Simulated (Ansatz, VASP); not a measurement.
Al3BiO in VASP and in Ansatz

INCAR

```
  ALGO = Normal
  EDIFF = 1E-6
  ENCUT = 520
  GGA = PE
  ISIF = 2
  ISMEAR = 0
  LASPH = T
  LCHARG = F
  LREAL = F
  LWAVE = F
  NBANDS = 23
  NELM = 60
  PREC = Accurate
  SIGMA = 0.1
```

Contents of KPOINTS:

```
k-points
0
Gamma
  4 4 4
```

File POSCAR:

```
Al3BiO
1.0
    4.6726254100      0.0000000000      0.0000000000
    0.0000000000      4.6726254100      0.0000000000
    0.0000000000      0.0000000000      4.6726254100
Al Bi O
3 1 1
Direct
    0.5000000000      0.0000000000      0.0000000000
    0.0000000000      0.5000000000      0.0000000000
    0.0000000000      0.0000000000      0.5000000000
    0.5000000000      0.5000000000      0.5000000000
    0.0000000000      0.0000000000      0.0000000000
```

Input for Ansatz:

```yaml
crystal:
  lattice:
    - [4.67262541, 0.0, 0.0]
    - [0.0, 4.67262541, 0.0]
    - [0.0, 0.0, 4.67262541]
  atoms:
    - { symbol: Al, position: [0.5, 0.0, 0.0] }
    - { symbol: Al, position: [0.0, 0.5, 0.0] }
    - { symbol: Al, position: [0.0, 0.0, 0.5] }
    - { symbol: Bi, position: [0.5, 0.5, 0.5] }
    - { symbol: O, position: [0.0, 0.0, 0.0] }
basis:
  ecutwfc: 420
kpoints:
  mp_grid: { grid: [4, 4, 4] }
hamiltonian:
  xc: pbe
scf:
  occupations: { method: gaussian, width: 0.1 }
  lower_state_search: "off"
output:
  forces: true
  stress: true
  eigenvalues: true
```

Alike in both runs: task single point; functional PBE; k mesh 4 × 4 × 4; occupations gaussian, width 0.1 eV; no spin polarisation.

```csv
,VASP,Ansatz
version,VASP 6.6.1,Ansatz 0.2.0
potentials or method,"VASP PAW PBE potentials, release 64 (Al, Bi_d, O), cutoff 520 eV","scalar-relativistic, plane waves, PAW"
valence electrons in the cell,30,30
```

```tsv
	VASP	Ansatz	Ansatz less VASP
gap on the k mesh at the Fermi level (eV)	none	none	-
pressure (GPa)	-6.5	-6.5	+0.05
```

A gap of «none» marks a metal or a gap that the smearing closes.

Neither program's run includes spin-orbit coupling.
